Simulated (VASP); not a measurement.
Wanted: the native input for a VASP 6.6.1 run.

* Task: single point
* Functional: PBE
* Potentials or basis: VASP PAW PBE potentials, release 64 (P)
* Cutoff: 520 eV
* k mesh: 19 × 19 × 10
* Occupations: fermi-dirac, width 0.08 eV
* Spin: no spin polarisation
* Dipole correction: no
* Further INCAR settings: ALGO = Normal; EDIFF = 1e-06; NBANDS = 12

The structure of P lies in POSCAR:

```
P
1.0
    2.3072931750      0.0000000000      0.0000000000
   -1.1536465875      1.9981745036      0.0000000000
    0.0000000000      0.0000000000      3.8056263458
P
2
Direct
    0.3333333333      0.6666666667      0.2500000000
    0.6666666667      0.3333333333      0.7500000000
```

One way to write it, as run:

INCAR

```
SYSTEM = P
ALGO = Normal
EDIFF = 1E-6
ENCUT = 520
GGA = PE
ISIF = 2
ISMEAR = -1
LASPH = .True.
LCHARG = .False.
LREAL = .False.
LWAVE = .False.
NBANDS = 12
NELM = 100
PREC = Accurate
SIGMA = 0.08
```

KPOINTS

```
k-points
0
Gamma
  19 19 10
  0 0 0
```

Potentials or basis: VASP PAW PBE potentials, release 64 (P).

Run with:

```sh
$ cat potpaw_PBE.64/P/POTCAR > POTCAR
$ mpirun -np 1 vasp_std > vasp.out
```

Results of the run:

```yaml
Pressure: 118.3 GPa
Band_gap_on_the_k_mesh: zero (band 5 reaches 29.13 eV, above the bottom of band 6 at 11.01 eV)
```

Run time: 20 s on 1 thread of AMD EPYC 9R14 (Zen 4), with other jobs on the host, peak memory 0.12 GiB.
